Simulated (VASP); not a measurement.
# TiSi16 (a cell with a defect) in VASP: single point with PBE

Aim: the single point of TiSi16 (a cell with a defect) with PBE.

Program: VASP 6.6.1. These are calculated values, not measurements. Logs are shortened: lines on timing, memory, paths and dates and some standing lists are left out, and cuts for length are marked.

## Step 1: The cell of the first run

The cell holds a defect, 17 atoms: a = 7.679 Å, b = 7.679 Å, c = 7.679 Å, α = 60.00°, β = 60.00°, γ = 60.00°.

## Step 2: Single point, PBE

INCAR reads:

```
SYSTEM = TiSi16
PREC = Accurate
ENCUT = 520
EDIFF = 1E-6
ISMEAR = -1
SIGMA = 0.02
LREAL = Auto
LASPH = .True.
NELM = 100
ALGO = Normal
ISIF = 2
LWAVE = .False.
LCHARG = .False.
GGA = PE
NBANDS = 52
```

KPOINTS reads:

```
Automatic mesh
0
Gamma
  2 2 2
  0 0 0
```

POSCAR reads:

```
TiSi16
1.0
    0.0000000000      5.4300000000      5.4300000000
    5.4300000000      0.0000000000      5.4300000000
    5.4300000000      5.4300000000      0.0000000000
Si Ti
16 1
Direct
    0.0486574586     -0.0166449355     -0.0159451197
    0.1361178637      0.1253895028      0.1259493554
   -0.0103020258      0.0119694291      0.4992298343
    0.1362505525      0.1253435543      0.6125956722
   -0.0101475138      0.4986189687      0.0124736648
    0.1360463168      0.6121192449      0.1259641805
   -0.0101146409      0.4986037753      0.4991671271
    0.0772846225      0.6404890424      0.6412019337
    0.5068802026      0.0122365562      0.0115785451
    0.6729840700      0.1094389503      0.1086240331
    0.5069444751      0.0122328729      0.4689730203
    0.6190352670      0.1557862799      0.6124708103
    0.5071057090      0.4696570902      0.0114817680
    0.6188518416      0.6132455801      0.1550757827
    0.4529784530      0.5160883978      0.5153408840
    0.6190087477      0.6131816759      0.6125275322
    0.5629708103      0.8126800184      0.8120479742
```

Potentials or basis: VASP PAW PBE potentials, release 64 (Si, Ti_sv).

The run is started by

```console
$ cat potpaw_PBE.64/Si/POTCAR potpaw_PBE.64/Ti_sv/POTCAR > POTCAR
$ mpirun -np 1 vasp_std > vasp.out
```

OUTCAR:

```text
SYSTEM = TiSi16
   PREC = Accurate
   ENCUT = 520
   EDIFF = 1E-6
   ISMEAR = -1
   LREAL = Auto
   LASPH = .True.
   NELM = 100
   ISIF = 2
   GGA = PE

 ion  position               nearest neighbor table
   1  0.049  0.983  0.984-   6 2.34   2 2.34   4 2.34  10 2.36
   2  0.136  0.125  0.126-   9 2.33   1 2.34   5 2.34   3 2.35
   3  0.990  0.012  0.499-  12 2.33   8 2.34   2 2.35   4 2.35
   4  0.136  0.125  0.613-  11 2.33   1 2.34   7 2.34   3 2.35
   5  0.990  0.499  0.012-  14 2.33   8 2.34   6 2.34   2 2.34
   6  0.136  0.612  0.126-  13 2.33   1 2.34   5 2.34   7 2.34
   7  0.990  0.499  0.499-  16 2.33   8 2.34   6 2.34   4 2.34
   8  0.077  0.640  0.641-   5 2.34   7 2.34   3 2.34  15 2.36
   9  0.507  0.012  0.012-  10 2.28   2 2.33  17 2.43  14 2.51  12 2.51
  10  0.673  0.109  0.109-  13 2.28  11 2.28   9 2.28   1 2.36
  11  0.507  0.012  0.469-  10 2.28   4 2.33  17 2.43  16 2.51  12 2.51
  12  0.619  0.156  0.612-  15 2.28   3 2.33  17 2.43   9 2.51  11 2.51
  13  0.507  0.470  0.011-  10 2.28   6 2.33  17 2.43  14 2.51  16 2.51
  14  0.619  0.613  0.155-  15 2.28   5 2.33  17 2.43  13 2.51   9 2.51
  15  0.453  0.516  0.515-  14 2.28  12 2.28  16 2.28   8 2.36
  16  0.619  0.613  0.613-  15 2.28   7 2.33  17 2.43  13 2.51  11 2.51
  17  0.563  0.813  0.812-  13 2.43  14 2.43  16 2.43   9 2.43  11 2.43  12 2.43

  LATTYP: Found a face centered cubic cell.
 ALAT       =    10.8600000000

  Lattice vectors:

 A1 = (   0.0000000000,   5.4300000000,   5.4300000000)
 A2 = (   5.4300000000,   0.0000000000,   5.4300000000)
 A3 = (   5.4300000000,   5.4300000000,   0.0000000000)

Analysis of symmetry for initial positions (statically):
=====================================================================
 Subroutine PRICEL returns:
 Original cell was already a primitive cell.

 Routine SETGRP: Setting up the symmetry group for a
 face centered cubic supercell.

 Subroutine GETGRP returns: Found  1 space group operations
 (whereof  1 operations were pure point group operations)
 out of a pool of 48 trial point group operations.

The static configuration has the point symmetry C_1 .

Analysis of symmetry for dynamics (positions and initial velocities):
=====================================================================
 Subroutine PRICEL returns:
 Original cell was already a primitive cell.

 Routine SETGRP: Setting up the symmetry group for a
 face centered cubic supercell.

 Subroutine GETGRP returns: Found  1 space group operations
 (whereof  1 operations were pure point group operations)
 out of a pool of 48 trial point group operations.

The dynamic configuration has the point symmetry C_1 .

 Subroutine INISYM returns: Found  1 space group operations
 (whereof  1 operations are pure point group operations),
 and found     1 'primitive' translations

----------------------------------------------------------------------------------------

                                     Primitive cell

  volume of cell :     320.2060

  direct lattice vectors                    reciprocal lattice vectors
     0.000000000  5.430000000  5.430000000    -0.092081031  0.092081031  0.092081031
     5.430000000  0.000000000  5.430000000     0.092081031 -0.092081031  0.092081031
     5.430000000  5.430000000  0.000000000     0.092081031  0.092081031 -0.092081031

  length of vectors
     7.679179644  7.679179644  7.679179644     0.159489025  0.159489025  0.159489025

  position of ions in fractional coordinates (direct lattice)
     0.048657459  0.983355065  0.984054880
     0.136117864  0.125389503  0.125949355
     0.989697974  0.011969429  0.499229834
     0.136250553  0.125343554  0.612595672
     0.989852486  0.498618969  0.012473665
     0.136046317  0.612119245  0.125964180
[... 9 lines left out ...]
     0.619008748  0.613181676  0.612527532
     0.562970810  0.812680018  0.812047974

  ion indices of the primitive-cell ions
   primitive index   ion index
                 1           1
                 2           2
                 3           3
                 4           4
                 5           5
                 6           6
[... 9 lines left out ...]
                16          16
                17          17

----------------------------------------------------------------------------------------

 KPOINTS: Automatic mesh

Automatic generation of k-mesh.
 Grid dimensions read from file:
 generate k-points for:    2    2    2

 Generating k-lattice:

  Cartesian coordinates                     Fractional coordinates (reciprocal lattice)
    -0.046040516  0.046040516  0.046040516     0.500000000  0.000000000  0.000000000
     0.046040516 -0.046040516  0.046040516     0.000000000  0.500000000  0.000000000
     0.046040516  0.046040516 -0.046040516     0.000000000  0.000000000  0.500000000

  Length of vectors
     0.079744512  0.079744512  0.079744512

  Shift w.r.t. Gamma in fractional coordinates (k-lattice)
     0.000000000  0.000000000  0.000000000

 Subroutine IBZKPT returns following result:
 ===========================================

 Found      8 irreducible k-points:

 Following reciprocal coordinates:
            Coordinates               Weight
  0.000000  0.000000  0.000000      1.000000
  0.500000  0.000000  0.000000      1.000000
  0.000000  0.500000  0.000000      1.000000
  0.000000  0.000000  0.500000      1.000000
  0.500000  0.500000  0.500000      1.000000
  0.500000  0.500000  0.000000      1.000000
  0.000000  0.500000  0.500000      1.000000
  0.500000  0.000000  0.500000      1.000000
   k-points           NKPTS =      8   k-points in BZ     NKDIM =      8   number of bands    NBANDS=     52
   number of dos      NEDOS =    301   number of ions     NIONS =     17
   total plane-waves  NPLWV = 216000
   dimension x,y,z NGX =    60 NGY =   60 NGZ =   60
   dimension x,y,z NGXF=   120 NGYF=  120 NGZF=  120
   ions per type =              16   1
   NGX,Y,Z   is equivalent  to a cutoff of  12.99, 12.99, 12.99 a.u.
   NGXF,Y,Z  is equivalent  to a cutoff of  25.98, 25.98, 25.98 a.u.
 SYSTEM =  TiSi16
   PREC   = accura    normal or accurate (medium, high low for compatibility)
   ISTART =      0    job   : 0-new  1-cont  2-samecut
   ICHARG =      2    charge: 1-file 2-atom 10-const
   ISPIN  =      1    spin polarized calculation?
   LNONCOLLINEAR =      F non collinear calculations
   LSORBIT =      F    spin-orbit coupling
   LASPH  =      T    aspherical Exc in radial PAW
   ENCUT  =  520.0 eV  38.22 Ry    6.18 a.u.  14.28 14.28 14.28*2*pi/ulx,y,z
   NELM   =    100;   NELMIN=  2; NELMDL= -5     # of ELM steps
   EDIFF  = 0.1E-05   stopping-criterion for ELM
   LREAL  =      T    real-space projection
   EDIFFG = 0.1E-04   stopping-criterion for IOM
   NSW    =      0    number of steps for IOM
   IBRION =     -1    ionic relax: 0-MD 1-quasi-New 2-CG
   NFREE  =      0    steps in history (QN), initial steepest desc. (CG)
   ISIF   =      2    stress and relaxation
   ISYM   =      2    0-nonsym 1-usesym 2-fastsym
   POTIM  = 0.5000    time-step for ionic-motion
   TEBEG  =    0.0;   TEEND  =   0.0 temperature during run
   PSTRESS=    0.0 pullay stress
   NELECT =      76.0000    total number of electrons
   NUPDOWN=      -1.0000    fix difference up-down
   EMIN   =  10.00;   EMAX   =-10.00  energy-range for DOS
   EFERMI =   0.00;   METHOD = LEGACY
   ISMEAR =    -1;   SIGMA  =   0.02  broadening in eV -4-tet -1-fermi 0-gaus
   EFERMI_NEDOS =   21; number of points for ismear=-14 and -15
   IALGO  =     38    algorithm
   IMIX   =      4    mixing-type and parameters
     AMIX     =   0.40;   BMIX     =  1.00
     AMIX_MAG =   1.60;   BMIX_MAG =  1.00
  volume/ion in A,a.u.               =      18.84       127.11
  Fermi-wavevector in a.u.,A,eV,Ry     =   1.013607  1.915439 13.978610  1.027399
  Thomas-Fermi vector in A             =   2.146786
   LORBIT       =      0    0 simple, 1 ext, 2 COOP (PROOUT), +10 PAW based schemes
   GGA     = PE    functional components
[... 5 lines left out ...]
 non-spin polarized calculation
  energy-cutoff  :      520.00
  volume of cell :      320.21
 maximum number of plane-waves:      8646
 NGX is ok and might be reduce to    60
   NGX = 29   NGY = 29   NGZ = 29

 number of electron      76.0000002 magnetization

 Free energy of the ion-electron system (eV)
  ---------------------------------------------------
  ext. energy  EPLUGINS =         0.00000000
  ---------------------------------------------------
  free energy    TOTEN  =       -90.50226482 eV

  energy without entropy =      -90.48290054  energy(sigma->0) =      -90.49258268

 E-fermi :   6.8921     XC(G=0):  -9.7522

 val. band max:        6.8356591099   @ k =   0.0000   0.0000   0.0000
 cond. band min:       6.8936638543   @ k =   0.5000   0.5000   0.0000
 fundamental gap:      0.0580047444
 Fermi energy:         6.8921040034

 k-point     1 :       0.0000    0.0000    0.0000
  band No.  band energies     occupation
      1     -49.9276      2.00000
      2     -26.3951      2.00000
      3     -26.2487      2.00000
      4     -26.2484      2.00000
      5      -5.6579      2.00000
      6      -3.4466      2.00000
[... 42 lines left out ...]
     49       8.5124      0.00000
     50       8.9170      0.00000

 k-point     2 :       0.5000    0.0000    0.0000
  band No.  band energies     occupation
      1     -49.9276      2.00000
      2     -26.3951      2.00000
      3     -26.2487      2.00000
      4     -26.2484      2.00000
      5      -4.8745      2.00000
      6      -4.8307      2.00000
[... 42 lines left out ...]
     49       9.6500      0.00000
     50       9.9032      0.00000

 k-point     3 :       0.0000    0.5000    0.0000
  band No.  band energies     occupation
      1     -49.9276      2.00000
      2     -26.3951      2.00000
      3     -26.2487      2.00000
      4     -26.2484      2.00000
      5      -4.8600      2.00000
      6      -4.8250      2.00000
[... 254 lines left out ...]
     49       9.9837      0.00000
     50      10.4786      0.00000

 k-point     8 :       0.5000    0.0000    0.5000
  band No.  band energies     occupation
      1     -49.9276      2.00000
      2     -26.3951      2.00000
      3     -26.2487      2.00000
      4     -26.2484      2.00000
      5      -4.5753      2.00000
      6      -4.5527      2.00000
[... 42 lines left out ...]
     49       9.9843      0.00000
     50      10.4785      0.00000
 [bands above 50 left out]

------------------------ aborting loop because EDIFF is reached ----------------------------------------

  FORCE on cell =-STRESS in cart. coord.  units (eV):
  Direction    XX          YY          ZZ          XY          YZ          ZX
  --------------------------------------------------------------------------------------
  -------------------------------------------------------------------------------------
  Total       11.9011394     11.8962874     11.8975566      1.8297856     -1.8436908      1.8365920
  in kB       59.5483375     59.5240599     59.5304105      9.1554840     -9.2250599      9.1895404
  external PRESSURE =      59.5342693 kB  Pullay stress =       0.0000000 kB

 VOLUME and BASIS-vectors are now :
 -----------------------------------------------------------------------------
  energy-cutoff  :      520.00
  volume of cell :      320.21
      direct lattice vectors                 reciprocal lattice vectors
     0.000000000  5.430000000  5.430000000    -0.092081031  0.092081031  0.092081031
     5.430000000  0.000000000  5.430000000     0.092081031 -0.092081031  0.092081031
     5.430000000  5.430000000  0.000000000     0.092081031  0.092081031 -0.092081031

 POSITION                                       TOTAL-FORCE (eV/Angst)
 -----------------------------------------------------------------------------------
     10.68304      5.60763      5.60383        -0.016088      0.012988      0.026897
      1.36477      1.42302      1.41999        -0.000691      0.003841      0.004900
      2.77581      8.08488      5.43905         0.000435     -0.001175      0.002543
      4.00701      4.06624      1.42046        -0.001547     -0.001263      0.002067
      2.77523      5.44263      8.08240         0.012412     -0.004757     -0.012441
      4.00779      1.42272      4.06254        -0.015589      0.015122      0.007106
[... 9 lines left out ...]
      6.65560      6.68724      6.69079        -0.001443     -0.010054     -0.009917
      8.82227      7.46635      7.46978         0.004886     -0.005715      0.006146
 -----------------------------------------------------------------------------------
    total drift:                               -0.002509      0.006764     -0.000659

  FREE ENERGIE OF THE ION-ELECTRON SYSTEM (eV)
  ---------------------------------------------------
  free  energy   TOTEN  =       -90.5022648232 eV

  energy  without entropy=      -90.4829005432  energy(sigma->0) =      -90.49258268
```

It took 3.1 min on 1 thread of Intel Xeon 6975P-C (Granite Rapids), shared host; peak memory 0.49 GiB.

Results:

- Free energy: -90.5023 eV
- Pressure: 6.0 GPa
- Largest force: 0.035 eV/Å
- Band gap on the k mesh: zero (band 38 reaches 6.92 eV, above the bottom of band 39 at 6.72 eV)

Forces on the atoms (eV/Å):
```
Si  -0.016  0.013  0.027
Si  -0.001  0.004  0.005
Si   0.000 -0.001  0.003
Si  -0.002 -0.001  0.002
Si   0.012 -0.005 -0.012
Si  -0.016  0.015  0.007
Si   0.002 -0.009 -0.008
Si   0.021 -0.025 -0.012
Si  -0.005  0.013  0.014
Si  -0.020  0.021  0.007
Si  -0.014  0.011  0.016
Si   0.012 -0.013 -0.014
Si  -0.001  0.001 -0.004
Si   0.005  0.004 -0.005
Si   0.018 -0.012 -0.020
Si  -0.001 -0.010 -0.010
Ti   0.005 -0.006  0.006
```

Caveat: the k points lie up to 0.50 Å⁻¹ apart.
